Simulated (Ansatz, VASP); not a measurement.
## BiTe: VASP beside Ansatz

File INCAR:

```
PREC = Accurate
ENCUT = 520
EDIFF = 1E-6
ISMEAR = 0
SIGMA = 0.15
LREAL = F
LASPH = T
NELM = 100
ALGO = Normal
ISIF = 2
LWAVE = F
LCHARG = F
GGA = PE
NBANDS = 18
```

KPOINTS

```
regular mesh
0
Gamma
  16 16 16
```

POSCAR

```
BiTe
1.0
    0.0000000000      3.0684770500      3.2511941619
    3.4339112738      0.0000000000      3.2511941619
    3.4339112738      3.0684770500      0.0000000000
Bi Te
1 1
Direct
    0.0000000000      0.0000000000      0.0000000000
    0.5000000000      0.5000000000      0.5000000000
```

Input for Ansatz:

```yaml
crystal:
  lattice:
    - [0.0, 3.06847705, 3.2511941619]
    - [3.4339112738, 0.0, 3.2511941619]
    - [3.4339112738, 3.06847705, 0.0]
  atoms:
    - { symbol: Bi, position: [0.0, 0.0, 0.0] }
    - { symbol: Te, position: [0.5, 0.5, 0.5] }
basis:
  ecutwfc: 420
kpoints:
  mp_grid: { grid: [16, 16, 16] }
hamiltonian:
  xc: pbe
scf:
  occupations: { method: gaussian, width: 0.15 }
output:
  forces: true
  stress: true
  eigenvalues: true
```

Change from the starting cell: strain +0.0562 x Voigt [1, -1, 0, 0, 0, 0], atoms carried along.

Alike in both runs: task single point; functional PBE; k mesh 16 × 16 × 16; occupations gaussian, width 0.15 eV; no spin polarisation.

```csv
,VASP,Ansatz
version,VASP 6.6.1,Ansatz 0.2.0
potentials or method,"VASP PAW PBE potentials, release 64 (Bi_d, Te), cutoff 520 eV","scalar-relativistic, plane waves, PAW"
valence electrons in the cell,21,31
```

|  | VASP | Ansatz | Ansatz less VASP |
| --- | --- | --- | --- |
| gap on the k mesh at the Fermi level (eV) | none | none | - |
| pressure (GPa) | 1.0 | 1.1 | +0.06 |
| traceless stress, the component that is largest in VASP (GPa) | 4.97 | 4.98 | +0.011 |

A gap of «none» marks a metal or a gap that the smearing closes. VASP's potentials hold 21 valence electrons a cell and Ansatz's 31, so a difference there can come from the potentials and not from the codes.

Neither program's run includes spin-orbit coupling.
